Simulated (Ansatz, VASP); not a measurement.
## One calculation of In2GaN, two programs

File INCAR:

```
SYSTEM = In2GaN
  PREC = Accurate
  ENCUT = 520
  EDIFF = 1E-6
  ISMEAR = 0
  SIGMA = 0.1
  LREAL = .FALSE.
  LASPH = .TRUE.
  NELM = 80
  ALGO = Normal
  ISIF = 2
  LWAVE = .FALSE.
  LCHARG = .TRUE.
  GGA = PE
  LELF = .TRUE.
  LVHAR = .TRUE.
  NBANDS = 30
```

The input KPOINTS:

```
regular mesh
0
G
  6 6 6
  0 0 0
```

POSCAR

```
In2GaN
1.0
    2.0899235200      1.2066179100      5.9052585100
   -2.0899235200      1.2066179100      5.9052585100
    0.0000000000     -2.4132358200      5.9052585100
In Ga N
2 1 1
Direct
    0.1312476400      0.1312476400      0.1312476400
    0.8687523600      0.8687523600      0.8687523600
    0.5000000000      0.5000000000      0.5000000000
    0.0000000000      0.0000000000      0.0000000000
```

Input for Ansatz:

```yaml
crystal:
  lattice:
    - [2.08992352, 1.20661791, 5.90525851]
    - [-2.08992352, 1.20661791, 5.90525851]
    - [0.0, -2.41323582, 5.90525851]
  atoms:
    - { symbol: In, position: [0.13124764, 0.13124764, 0.13124764] }
    - { symbol: In, position: [0.86875236, 0.86875236, 0.86875236] }
    - { symbol: Ga, position: [0.5, 0.5, 0.5] }
    - { symbol: "N", position: [0.0, 0.0, 0.0] }
basis:
  ecutwfc: 420
kpoints:
  mp_grid: { grid: [6, 6, 6] }
hamiltonian:
  xc: pbe
scf:
  occupations: { method: gaussian, width: 0.1 }
  lower_state_search: "off"
output:
  forces: true
  stress: true
  eigenvalues: true
```

Alike in both runs: task single point; functional PBE; k mesh 6 × 6 × 6; occupations gaussian, width 0.1 eV; no spin polarisation.

```csv
,VASP,Ansatz
version,VASP 6.6.1,Ansatz 0.2.0
potentials or method,"VASP PAW PBE potentials, release 64 (In_d, Ga_d, N), cutoff 520 eV","scalar-relativistic, plane waves, PAW"
valence electrons in the cell,44,44
```

Ansatz gave:

| Property | Result |
| --- | --- |
| gap on the k mesh at the Fermi level (eV) | none |
| pressure (GPa) | 18.3 |
| traceless stress, the component that is largest in VASP (GPa) | -27.51 |
| rms of the force components (eV/Å) | 2.241 |

Problem. What did VASP give for the same quantities?

Solution. gap on the k mesh at the Fermi level (eV): none; pressure (GPa): 18.6; traceless stress, the component that is largest in VASP (GPa): -27.51; rms of the force components (eV/Å): 2.238.

Atom by atom the forces differ by 0.003 eV/Å (rms over components). A gap of «none» marks a metal or a gap that the smearing closes.
